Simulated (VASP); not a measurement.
Set up this calculation in VASP 6.6.1, as the native input.

```yaml
Task: single point
Functional: PBE
Potentials_or_basis: VASP PAW PBE potentials, release 64 (Li_sv, B, Pt_sv_GW)
Cutoff: 880 eV
k_mesh: 6 × 6 × 6
Occupations: gaussian, width 0.1 eV
Spin: no spin polarisation
Dipole_correction: no
Further_INCAR_settings: ALGO = Normal; EDIFF = 1e-06; NBANDS = 19
```

The structure of LiBPt lies in POSCAR:

```
LiBPt
1.0
    3.5655796327      0.0000000000      0.0000000000
    0.0000000000      3.5655796327      0.0000000000
    0.0000000000      0.0000000000      4.0145715374
Li B Pt
1 1 1
Direct
    0.0000000000      0.0000000000      0.0000000000
    0.5000000000      0.5000000000      0.5000000000
    0.5000000000      0.5000000000      0.0000000000
```

The cell was generated, and may not be a known phase.

The input as run:

INCAR

```
SYSTEM = LiBPt
  PREC = Accurate
  ENCUT = 880
  EDIFF = 1E-6
  ISMEAR = 0
  SIGMA = 0.1
  LREAL = .FALSE.
  LASPH = .TRUE.
  NELM = 120
  ALGO = Normal
  ISIF = 2
  LWAVE = .FALSE.
  LCHARG = .FALSE.
  GGA = PE
  NBANDS = 19
  GGA_COMPAT = .FALSE.
```

KPOINTS

```
regular mesh
0
G
  6 6 6
  0 0 0
```

Potentials or basis: VASP PAW PBE potentials, release 64 (Li_sv, B, Pt_sv_GW).

Run with:

```sh
$ cat potpaw_PBE.64/Li_sv/POTCAR potpaw_PBE.64/B/POTCAR potpaw_PBE.64/Pt_sv_GW/POTCAR > POTCAR
$ mpirun -np 1 vasp_std > vasp.out
```

It gave:

| Quantity | Value |
| --- | --- |
| Pressure | -0.1 GPa |
| Band gap on the k mesh | zero (bands 12 and 13 overlap by 1.02 eV) |

Caveat: spin-orbit coupling is left out, which moves the levels of the heavy elements.

Run time: 35 s on 1 thread of Intel(R) Xeon(R) 6975P-C (Granite Rapids) (shared host), peak memory 0.28 GiB.
